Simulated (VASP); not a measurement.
Li:

```
Li
1.0
     2.88000    0.00000    0.00000
     0.00000    2.88000    0.00000
     0.00000    0.00000    2.88000
Li
1
Direct
  0.00000 0.00000 0.00000
```

This isn't the form of Li at room conditions, which is bcc.

```yaml
Program: VASP 6.6.1
Task: relaxation of cell and atoms
Functional: PBEsol
Potentials_or_basis: VASP PAW PBE potentials, release 64 (Li_sv)
Cutoff: 750 eV
k_mesh: 7 × 7 × 7
Occupations: methfessel-paxton, width 0.1 eV
Spin: no spin polarisation
```

At the start: pressure -1.7 GPa; volume 23.89 Å³/atom.

**Question.** Where does the relaxation end?

**Answer.** Over 4 steps the energy falls by 23.5 meV/atom and the volume is 20.02 Å³/atom (-16.2 %); space group Pm-3m (No. 221, to 0.1 Å) before and after.

The path:
```csv
step,energy change (eV),largest force (eV/Å),pressure (GPa),volume (Å³)
1,0.0000,0.0000,-1.68,23.89
2,-0.0091,0.0000,-1.42,23.03
3,-0.0230,0.0000,-0.31,20.59
4,-0.0235,0.0000,0.03,20.02
```

Final structure:
```
Li
1.0
     2.71530    0.00000    0.00000
     0.00000    2.71530    0.00000
     0.00000    0.00000    2.71530
Li
1
Direct
  0.00000 0.00000 0.00000
```

Caveat: the volume moved by over 15 % at a fixed basis, so the end points are rough; the PAW data sets were made with another functional, which shifts forces and pressure a little.
